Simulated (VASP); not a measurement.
# ZnS (F-43m) in VASP: notebook

Aim: see how the results for ZnS move with the level of theory and the settings. Levels: PBE, BLYP. Tasks: single point, relaxation of cell and atoms.

All numbers are computed with VASP 6.6.1; they aren't measurements. Logs are shortened: lines on timing, memory, paths and dates and some standing lists are left out, and cuts for length are marked.

**Measured values to compare with.**

“Electronic, vibrational, and thermodynamic properties of ZnS (zincblende and rocksalt structure)”, 2009, arxiv:0911.5022 quotes, for a bulk crystal of ZnS at 19 K: band gap 3.85 eV (direct).

The runs below are set against these values where they give the same quantity.

## (1) The cell of the first run

It takes space group F-43m (No. 216, cubic). Conventional cell: a = 5.404 Å, b = 5.404 Å, c = 5.404 Å, α = 90.00°, β = 90.00°, γ = 90.00°. Zn (site symmetry -43m) has 4 S at 2.34 Å within 3.1 Å. S (site symmetry -43m) has 4 Zn at 2.34 Å within 3.1 Å.

## (2) Single point, PBE

Contents of INCAR:

```
SYSTEM = ZnS
PREC = Accurate
ENCUT = 520
EDIFF = 1E-6
ISMEAR = 0
SIGMA = 0.012
LREAL = .FALSE.
LASPH = .TRUE.
NELM = 60
ALGO = Normal
ISIF = 2
LWAVE = .FALSE.
LCHARG = .FALSE.
GGA = PE
NBANDS = 16
```

Contents of KPOINTS:

```
Automatic mesh
0
G
  9 9 9
  0 0 0
```

Contents of POSCAR:

```
ZnS
1.0
    0.0000000000      2.7020000000      2.7020000000
    2.7020000000      0.0000000000      2.7020000000
    2.7020000000      2.7020000000      0.0000000000
Zn S
1 1
Direct
    0.7500000000      0.7500000000      0.7500000000
    0.0000000000      0.0000000000      0.0000000000
```

Potentials or basis: VASP PAW PBE potentials, release 64 (Zn, S).

Launch:

```
> cat potpaw_PBE.64/Zn/POTCAR potpaw_PBE.64/S/POTCAR > POTCAR
> mpirun -np 1 vasp_std > vasp.out
```

OUTCAR:

```text
SYSTEM = ZnS
   PREC = Accurate
   ENCUT = 520
   EDIFF = 1E-6
   ISMEAR = 0
   LREAL = .FALSE.
   LASPH = .TRUE.
   NELM = 60
   ISIF = 2
   GGA = PE

 ion  position               nearest neighbor table
   1  0.750  0.750  0.750-   2 2.34   2 2.34   2 2.34   2 2.34
   2  0.000  0.000  0.000-   1 2.34   1 2.34   1 2.34   1 2.34

  LATTYP: Found a face centered cubic cell.
 ALAT       =     5.4040000000

  Lattice vectors:

 A1 = (   0.0000000000,   2.7020000000,   2.7020000000)
 A2 = (   2.7020000000,   0.0000000000,   2.7020000000)
 A3 = (   2.7020000000,   2.7020000000,   0.0000000000)

Analysis of symmetry for initial positions (statically):
=====================================================================
 Subroutine PRICEL returns:
 Original cell was already a primitive cell.

 Routine SETGRP: Setting up the symmetry group for a
 face centered cubic supercell.

 Subroutine GETGRP returns: Found 24 space group operations
 (whereof 24 operations were pure point group operations)
 out of a pool of 48 trial point group operations.

The static configuration has the point symmetry T_d .

Analysis of symmetry for dynamics (positions and initial velocities):
=====================================================================
 Subroutine PRICEL returns:
 Original cell was already a primitive cell.

 Routine SETGRP: Setting up the symmetry group for a
 face centered cubic supercell.

 Subroutine GETGRP returns: Found 24 space group operations
 (whereof 24 operations were pure point group operations)
 out of a pool of 48 trial point group operations.

The dynamic configuration has the point symmetry T_d .

 Subroutine INISYM returns: Found 24 space group operations
 (whereof 24 operations are pure point group operations),
 and found     1 'primitive' translations

----------------------------------------------------------------------------------------

                                     Primitive cell

  volume of cell :      39.4535

  direct lattice vectors                    reciprocal lattice vectors
     0.000000000  2.702000000  2.702000000    -0.185048113  0.185048113  0.185048113
     2.702000000  0.000000000  2.702000000     0.185048113 -0.185048113  0.185048113
     2.702000000  2.702000000  0.000000000     0.185048113  0.185048113 -0.185048113
[... 74 lines left out ...]
 SYSTEM =  ZnS
   PREC   = accura    normal or accurate (medium, high low for compatibility)
   ISTART =      0    job   : 0-new  1-cont  2-samecut
   ICHARG =      2    charge: 1-file 2-atom 10-const
   ISPIN  =      1    spin polarized calculation?
   LNONCOLLINEAR =      F non collinear calculations
   LSORBIT =      F    spin-orbit coupling
   LASPH  =      T    aspherical Exc in radial PAW
   ENCUT  =  520.0 eV  38.22 Ry    6.18 a.u.   7.10  7.10  7.10*2*pi/ulx,y,z
   NELM   =     60;   NELMIN=  2; NELMDL= -5     # of ELM steps
   EDIFF  = 0.1E-05   stopping-criterion for ELM
   LREAL  =      F    real-space projection
   EDIFFG = 0.1E-04   stopping-criterion for IOM
   NSW    =      0    number of steps for IOM
   IBRION =     -1    ionic relax: 0-MD 1-quasi-New 2-CG
   NFREE  =      0    steps in history (QN), initial steepest desc. (CG)
   ISIF   =      2    stress and relaxation
   ISYM   =      2    0-nonsym 1-usesym 2-fastsym
   POTIM  = 0.5000    time-step for ionic-motion
   TEBEG  =    0.0;   TEEND  =   0.0 temperature during run
   PSTRESS=    0.0 pullay stress
   NELECT =      18.0000    total number of electrons
   NUPDOWN=      -1.0000    fix difference up-down
   EMIN   =  10.00;   EMAX   =-10.00  energy-range for DOS
   EFERMI =   0.00;   METHOD = LEGACY
   ISMEAR =     0;   SIGMA  =   0.01  broadening in eV -4-tet -1-fermi 0-gaus
   EFERMI_NEDOS =   21; number of points for ismear=-14 and -15
   IALGO  =     38    algorithm
   IMIX   =      4    mixing-type and parameters
     AMIX     =   0.40;   BMIX     =  1.00
     AMIX_MAG =   1.60;   BMIX_MAG =  1.00
  volume/ion in A,a.u.               =      19.73       133.12
  Fermi-wavevector in a.u.,A,eV,Ry     =   1.260290  2.381602 21.610537  1.588330
  Thomas-Fermi vector in A             =   2.393807
   LORBIT       =      0    0 simple, 1 ext, 2 COOP (PROOUT), +10 PAW based schemes
   GGA     = PE    functional components
   LHFCALC =     F    Hartree Fock is set to
   AEXX    =    0.0000 exact exchange contribution
   IVDW    =     0    specifies the selected vdW correction
   LEPSILON=     F    determine dielectric tensor
   LRPA    =     F    only Hartree local field effects (RPA)
 non-spin polarized calculation
 Gauss-broadening in eV      SIGMA  =   0.01
  energy-cutoff  :      520.00
  volume of cell :       39.45
 maximum number of plane-waves:      1073
   NGX = 15   NGY = 15   NGZ = 15

 number of electron      18.0000000 magnetization

 Free energy of the ion-electron system (eV)
  ---------------------------------------------------
  ext. energy  EPLUGINS =         0.00000000
  ---------------------------------------------------
  free energy    TOTEN  =        -6.84725757 eV

  energy without entropy =       -6.84725757  energy(sigma->0) =       -6.84725757

 E-fermi :   2.2299     XC(G=0):  -9.6303

 val. band max:        2.1067177803   @ k =   0.0000   0.0000   0.0000
 cond. band min:       4.2208762989   @ k =   0.0000   0.0000   0.0000
 fundamental gap:      2.1141585186
 Fermi energy:         2.2299433011

 k-point     1 :       0.0000    0.0000    0.0000
  band No.  band energies     occupation
      1     -11.0335      2.00000
      2      -4.2323      2.00000
      3      -4.2323      2.00000
      4      -4.2323      2.00000
      5      -3.7341      2.00000
      6      -3.7341      2.00000
[... 433 lines left out ...]
      3      -3.9033      2.00000
      4      -3.9033      2.00000
      5      -3.6609      2.00000
      6      -3.5772      2.00000
[... 8 lines left out ...]
     15      15.7285      0.00000
     16      17.1418      0.00000

 [... further k-points ...]
[... 5 lines left out ...]
  --------------------------------------------------------------------------------------
  -------------------------------------------------------------------------------------
  Total        0.4332156      0.4332156      0.4332156      0.0000000      0.0000000      0.0000000
  in kB       17.5925430     17.5925430     17.5925430      0.0000000      0.0000000      0.0000000
  external PRESSURE =      17.5925430 kB  Pullay stress =       0.0000000 kB

 VOLUME and BASIS-vectors are now :
 -----------------------------------------------------------------------------
  energy-cutoff  :      520.00
  volume of cell :       39.45
      direct lattice vectors                 reciprocal lattice vectors
     0.000000000  2.702000000  2.702000000    -0.185048113  0.185048113  0.185048113
     2.702000000  0.000000000  2.702000000     0.185048113 -0.185048113  0.185048113
     2.702000000  2.702000000  0.000000000     0.185048113  0.185048113 -0.185048113

 POSITION                                       TOTAL-FORCE (eV/Angst)
 -----------------------------------------------------------------------------------
      4.05300      4.05300      4.05300         0.000000      0.000000      0.000000
      0.00000      0.00000      0.00000        -0.000000     -0.000000     -0.000000
 -----------------------------------------------------------------------------------
    total drift:                                0.000001      0.000001      0.000001

  FREE ENERGIE OF THE ION-ELECTRON SYSTEM (eV)
  ---------------------------------------------------
  free  energy   TOTEN  =        -6.8472575740 eV

  energy  without entropy=       -6.8472575740  energy(sigma->0) =       -6.84725757
```

stdout:

```text
POSCAR found type information on POSCAR ZnS
 POSCAR found :  2 types and       2 ions
 scaLAPACK will be used
 LDA part: xc-table for (Slater+PW92), standard interpolation
 POSCAR, INCAR and KPOINTS ok, starting setup
 FFT: planning ... GRIDC
 FFT: planning ... GRID_SOFT
 FFT: planning ... GRID
 WAVECAR not read
 entering main loop
```

Run time: 39 s. Hardware: 1 thread of Intel Xeon 8259CL, shared host; peak memory 0.16 GiB.

What came out:

| Item | Value |
| --- | --- |
| Free energy | -6.8473 eV |
| Pressure | 1.8 GPa |
| Band gap on the k mesh | 2.11 eV, direct |

Levels at points of the mesh, in eV from the valence-band top:
| k point | band 7 | band 8 | band 9 | band 10 | band 11 | band 12 |
| --- | --- | --- | --- | --- | --- | --- |
| (0.00, 0.00, 0.00) | 0.00 | 0.00 | 0.00 | 2.11 | 6.40 | 6.40 |

## (3) Single point, BLYP

This run uses another cell than the first one, of 21.28 Å³/atom, 1.079 times its volume.

Contents of INCAR:

```
PREC = Accurate
ENCUT = 520
EDIFF = 1E-6
ISMEAR = -1
SIGMA = 0.05
LREAL = F
LASPH = T
NELM = 80
ALGO = Normal
ISIF = 2
LWAVE = F
LCHARG = T
GGA = B5
ALDAX = 1.0
AGGAX = 1.0
AGGAC = 1.0
ALDAC = 0.0
LELF = T
LVHAR = T
NBANDS = 16
```

Contents of KPOINTS:

```
regular mesh
0
Gamma
  9 9 9
```

Contents of POSCAR:

```
ZnS
1.0
    0.0000000000      2.7711208467      2.7711208467
    2.7711208467      0.0000000000      2.7711208467
    2.7711208467      2.7711208467      0.0000000000
Zn S
1 1
Direct
    0.7500000000      0.7500000000      0.7500000000
    0.0000000000      0.0000000000      0.0000000000
```

Potentials or basis: VASP PAW PBE potentials, release 64 (Zn, S).

Launch:

```
> cat potpaw_PBE.64/Zn/POTCAR potpaw_PBE.64/S/POTCAR > POTCAR
> mpirun -np 1 vasp_std > vasp.out
```

Run time: 63 s. Hardware: 1 thread of Intel Xeon 8259CL, shared host; peak memory 0.17 GiB.

The run converged. Its results:

```
Free energy            : -5.8331 eV
Pressure               : 0.1 GPa
Band gap on the k mesh : 1.78 eV, direct
```

Levels at points of the mesh, in eV from the valence-band top:
| k point | band 5 | band 6 | band 7 | band 8 | band 9 | band 10 | band 11 | band 12 | band 13 | band 14 |
| --- | --- | --- | --- | --- | --- | --- | --- | --- | --- | --- |
| (0.00, 0.00, 0.00) | -5.78 | -5.78 | 0.00 | 0.00 | 0.00 | 1.78 | 6.47 | 6.47 | 6.47 | 11.56 |

Caveat: the PAW data sets were made with another functional, which shifts forces and pressure a little.

## (4) Relaxation of cell and atoms, BLYP

Contents of INCAR:

```
SYSTEM = ZnS
PREC = Accurate ; ENCUT = 600
EDIFF = 1E-6 ; ISMEAR = -1
SIGMA = 0.05 ; LREAL = .False.
LASPH = .True. ; NELM = 60
ALGO = Normal ; ISIF = 3
LWAVE = .False. ; LCHARG = .False.
GGA = B5 ; ALDAX = 1.0
AGGAX = 1.0 ; AGGAC = 1.0
ALDAC = 0.0 ; IBRION = 2
NSW = 80 ; EDIFFG = -0.01
```

Contents of KPOINTS:

```
regular mesh
0
Gamma
  9 9 9
  0 0 0
```

Contents of POSCAR:

```
ZnS
1.0
    0.0000000000      2.7020000000      2.7020000000
    2.7020000000      0.0000000000      2.7020000000
    2.7020000000      2.7020000000      0.0000000000
Zn S
1 1
Direct
    0.7500000000      0.7500000000      0.7500000000
    0.0000000000      0.0000000000      0.0000000000
```

Potentials or basis: VASP PAW PBE potentials, release 64 (Zn, S).

Launch:

```
> cat potpaw_PBE.64/Zn/POTCAR potpaw_PBE.64/S/POTCAR > POTCAR
> mpirun -np 1 vasp_std > vasp.out
```

OUTCAR:

```text
SYSTEM = ZnS
   PREC = Accurate
   ENCUT = 600
   EDIFF = 1E-6
   ISMEAR = -1
   LREAL = .False.
   LASPH = .True.
   NELM = 60
   ISIF = 3
   GGA = B5
   IBRION = 2
   NSW = 80
   EDIFFG = -0.01

 ion  position               nearest neighbor table
   1  0.750  0.750  0.750-   2 2.34   2 2.34   2 2.34   2 2.34
   2  0.000  0.000  0.000-   1 2.34   1 2.34   1 2.34   1 2.34

  LATTYP: Found a face centered cubic cell.
 ALAT       =     5.4040000000

  Lattice vectors:

 A1 = (   0.0000000000,   2.7020000000,   2.7020000000)
 A2 = (   2.7020000000,   0.0000000000,   2.7020000000)
 A3 = (   2.7020000000,   2.7020000000,   0.0000000000)

Analysis of symmetry for initial positions (statically):
=====================================================================
 Subroutine PRICEL returns:
 Original cell was already a primitive cell.

 Routine SETGRP: Setting up the symmetry group for a
 face centered cubic supercell.

 Subroutine GETGRP returns: Found 24 space group operations
 (whereof 24 operations were pure point group operations)
 out of a pool of 48 trial point group operations.

The static configuration has the point symmetry T_d .

Analysis of symmetry for dynamics (positions and initial velocities):
=====================================================================
 Subroutine PRICEL returns:
 Original cell was already a primitive cell.

 Routine SETGRP: Setting up the symmetry group for a
 face centered cubic supercell.

 Subroutine GETGRP returns: Found 24 space group operations
 (whereof 24 operations were pure point group operations)
 out of a pool of 48 trial point group operations.

The dynamic configuration has the point symmetry T_d .

 Subroutine INISYM returns: Found 24 space group operations
 (whereof 24 operations are pure point group operations),
 and found     1 'primitive' translations

[... 128 lines left out ...]
  volume of cell :       39.45
 maximum number of plane-waves:      1363
   NGX = 15   NGY = 15   NGZ = 15

--------------------------------------- Ionic step        1  -------------------------------------------

 number of electron      17.9999998 magnetization

 Free energy of the ion-electron system (eV)
  ---------------------------------------------------
  ext. energy  EPLUGINS =         0.00000000
  ---------------------------------------------------
  free energy    TOTEN  =        -5.78294860 eV

  energy without entropy =       -5.78294860  energy(sigma->0) =       -5.78294860

------------------------ aborting loop because EDIFF is reached ----------------------------------------

  FORCE on cell =-STRESS in cart. coord.  units (eV):
  Direction    XX          YY          ZZ          XY          YZ          ZX
  --------------------------------------------------------------------------------------
  -------------------------------------------------------------------------------------
  Total        1.3616539      1.3616539      1.3616539      0.0000000      0.0000000     -0.0000000
  in kB       55.2956917     55.2956917     55.2956917      0.0000000      0.0000000     -0.0000000
  external PRESSURE =      55.2956917 kB  Pullay stress =       0.0000000 kB
[... 131 lines left out ...]
--------------------------------------- Ionic step        5  -------------------------------------------

 number of electron      18.0000003 magnetization

 Free energy of the ion-electron system (eV)
  ---------------------------------------------------
  ext. energy  EPLUGINS =         0.00000000
  ---------------------------------------------------
  free energy    TOTEN  =        -5.83363814 eV

  energy without entropy =       -5.83363814  energy(sigma->0) =       -5.83363814

 E-fermi :   2.7178     XC(G=0):  -8.7770

 val. band max:        1.7844456552   @ k =   0.0000   0.0000   0.0000
 cond. band min:       3.5567309256   @ k =   0.0000   0.0000   0.0000
 fundamental gap:      1.7722852705
 Fermi energy:         2.7177763315

 k-point     1 :       0.0000    0.0000    0.0000
  band No.  band energies     occupation
      1     -10.8210      2.00000
      2      -4.3861      2.00000
      3      -4.3861      2.00000
      4      -4.3861      2.00000
      5      -3.9891      2.00000
      6      -3.9891      2.00000
      7       1.7844      2.00000
      8       1.7844      2.00000
      9       1.7844      2.00000
     10       3.5567      0.00000
     11       8.2594      0.00000
     12       8.2594      0.00000
     13       8.2594      0.00000
[... 354 lines left out ...]
  band No.  band energies     occupation
      1      -9.8173      2.00000
      2      -4.3354      2.00000
      3      -4.1209      2.00000
      4      -4.1209      2.00000
      5      -3.9316      2.00000
      6      -3.8409      2.00000
      7      -2.3573      2.00000
      8      -0.0908      2.00000
      9      -0.0908      2.00000
     10       5.5469      0.00000
     11       5.9054      0.00000
     12      12.0694      0.00000
     13      12.8689      0.00000

 [... further k-points ...]
[... 5 lines left out ...]
  --------------------------------------------------------------------------------------
  -------------------------------------------------------------------------------------
  Total       -0.0149254     -0.0149254     -0.0149254      0.0000000      0.0000000     -0.0000000
  in kB       -0.5612006     -0.5612006     -0.5612006      0.0000000      0.0000000     -0.0000000
  external PRESSURE =      -0.5612006 kB  Pullay stress =       0.0000000 kB
[... 17 lines left out ...]
  FREE ENERGIE OF THE ION-ELECTRON SYSTEM (eV)
  ---------------------------------------------------
  free  energy   TOTEN  =        -5.8336381359 eV

  energy  without entropy=       -5.8336381356  energy(sigma->0) =       -5.83363814

 reached required accuracy - stopping structural energy minimisation
```

CONTCAR:

```text
ZnS
   1.00000000000000
    -0.0000000000000000    2.7722287147155766    2.7722287147155766
     2.7722287147155766    0.0000000000000000    2.7722287147155766
     2.7722287147155766    2.7722287147155766    0.0000000000000000
  Zn              S
     1     1
Direct
     0.7500000000000000    0.7500000000000000    0.7500000000000000
     0.0000000000000000    0.0000000000000000    0.0000000000000000

  0.00000000E+00  0.00000000E+00  0.00000000E+00
  0.00000000E+00  0.00000000E+00  0.00000000E+00
```

Wall time 3 min (1 thread of Intel Xeon 8259CL, shared host); peak memory 0.19 GiB.

What came out:

| Item | Value |
| --- | --- |
| Free energy | -5.8336 eV |
| Relaxed volume | 21.31 Å³/atom |
| Relaxed cell | a = 3.921 Å, b = 3.921 Å, c = 3.921 Å, α = 60.00°, β = 60.00°, γ = 60.00° |
| Space group after relaxing (to 0.05 Å) | F-43m (No. 216) |
| Energy gained by relaxing | 25.3 meV/atom |
| Ionic steps | 5 |
| Pressure after relaxing | -0.1 GPa |
| Band gap on the k mesh | 1.77 eV, direct |

The path:
```csv
step,energy change (eV),largest force (eV/Å),pressure (GPa),volume (Å³)
1,0.0000,0.0000,5.53,39.45
2,-0.0475,0.0000,-1.13,43.47
3,-0.0507,0.0000,0.13,42.60
4,-0.0507,0.0000,-0.10,42.69
5,-0.0507,0.0000,-0.06,42.61
```

Final structure:
```
CELL_PARAMETERS angstrom
0.00000 2.77223 2.77223
2.77223 0.00000 2.77223
2.77223 2.77223 0.00000
ATOMIC_POSITIONS crystal
Zn 0.75000 0.75000 0.75000
S 0.00000 0.00000 0.00000
```

Levels at points of the mesh, in eV from the valence-band top:
```csv
k point,band 7,band 8,band 9,band 10,band 11,band 12
"(0.00, 0.00, 0.00)",0.00,0.00,0.00,1.77,6.47,6.47
```

Caveat: the PAW data sets were made with another functional, which shifts forces and pressure a little.

## (5) Overview

```tsv
task	level	cell	cutoff (eV)	smearing	gap on the mesh (eV)	pressure (GPa)
single point	PBE	a = 3.821 Å, angles 60.0°, 2 atoms	520	gaussian 0.012 eV	2.11	1.8
single point	BLYP	a = 3.919 Å, angles 60.0°, 2 atoms	520	fermi-dirac 0.05 eV	1.78	0.1
relaxation of cell and atoms	BLYP	relaxed from a = 3.821 Å, angles 60.0°, 2 atoms	600	fermi-dirac 0.05 eV	1.77	-0.1
```

Alike in all rows: potentials or basis VASP PAW PBE potentials, release 64 (Zn, S); no spin polarisation; k mesh 9 × 9 × 9.

Caveats: the PAW data sets were made with another functional, which shifts forces and pressure a little (some runs).

Total energies depend on the potentials used, so only differences within one code and one set of settings carry meaning.

## (6) How close it comes

Step 2. A measured gap of ZnS is 3.85 eV (direct; 19 K; quoted in “Electronic, vibrational, and thermodynamic properties of ZnS (zincblende and rocksalt structure)”, 2009, arxiv:0911.5022); the calculated 2.11 eV misses it by -1.74 eV. The value is that of PBE, without temperature or zero-point motion. Semilocal functionals fall short of measured gaps as a rule.

Step 3. Against the measured gap of ZnS, 3.85 eV (direct; 19 K; quoted in “Electronic, vibrational, and thermodynamic properties of ZnS (zincblende and rocksalt structure)”, 2009, arxiv:0911.5022), the calculated 1.78 eV is off by -2.07 eV. So large a miss can be the level of theory's own, or it may mean another phase, state or a wrong row. The value is that of BLYP, without temperature or zero-point motion. Semilocal functionals fall short of measured gaps as a rule.
